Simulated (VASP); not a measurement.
Runs of VASP 6.6.1 on Cu. The structure is that of space group Fm-3m (No. 225), or close to it. The cells are those of the table. 

```csv
task,potentials or basis,cell,k mesh,cutoff (eV),smearing,second run,gap on the mesh (eV),pressure (GPa),relaxed volume (Å³/atom)
relaxation of cell and atoms,"VASP PAW LDA potentials, release 64 (Cu)","relaxed from a = 2.488 Å, angles 60.0°, 1 atom",20 × 20 × 20,600,fermi-dirac 0.15 eV,-,none,0.0,10.94
single point,"VASP PAW LDA potentials, release 64 (Cu)","a = 2.488 Å, angles 60.0°, 1 atom",10 × 10 × 10,520,gaussian 0.1 eV,-,none,0.8,-
relaxation of cell and atoms,"VASP PAW LDA potentials, release 64 (Cu)","relaxed from a = 2.488 Å, angles 60.0°, 1 atom",20 × 20 × 20,600,gaussian 0.1 eV,-,none,-0.1,10.94
relaxation of cell and atoms,"VASP PAW LDA potentials, release 64 (Cu)","relaxed from a = 2.556 Å, angles 60.0°, 1 atom",10 × 10 × 10,600,gaussian 0.1 eV,-,none,-0.6,-
single point,"VASP PAW LDA potentials, release 64 (Cu)","a = 2.471 Å, angles 60.0°, 1 atom",20 × 20 × 20,520,fermi-dirac 0.15 eV,-,none,(a),-
single point,"VASP PAW LDA potentials, release 64 (Cu)","a = 2.488 Å, angles 60.0°, 1 atom",20 × 20 × 20,520,fermi-dirac 0.15 eV,-,none,1.1,-
relaxation of cell and atoms,"VASP PAW LDA potentials, release 64 (Cu_sv_GW)","relaxed from a = 2.556 Å, angles 60.0°, 1 atom",10 × 10 × 10,700,gaussian 0.1 eV,valence_matched,none,-0.2,10.72
single point,"VASP PAW LDA potentials, release 64 (Cu)","a = 2.488 Å, angles 60.0°, 1 atom",20 × 20 × 20,520,gaussian 0.1 eV,-,none,0.8,-
single point,"VASP PAW LDA potentials, release 64 (Cu)","a = 2.505 Å, angles 60.0°, 1 atom",20 × 20 × 20,520,fermi-dirac 0.15 eV,-,none,-2.7,-
```

Alike in all rows: level LDA; no spin polarisation.

Q: Fill in the values left out.

A: (a) 4.9.

A gap of «none» marks levels without a gap at the run's occupations.

The runs don't all hold the same shells in valence.
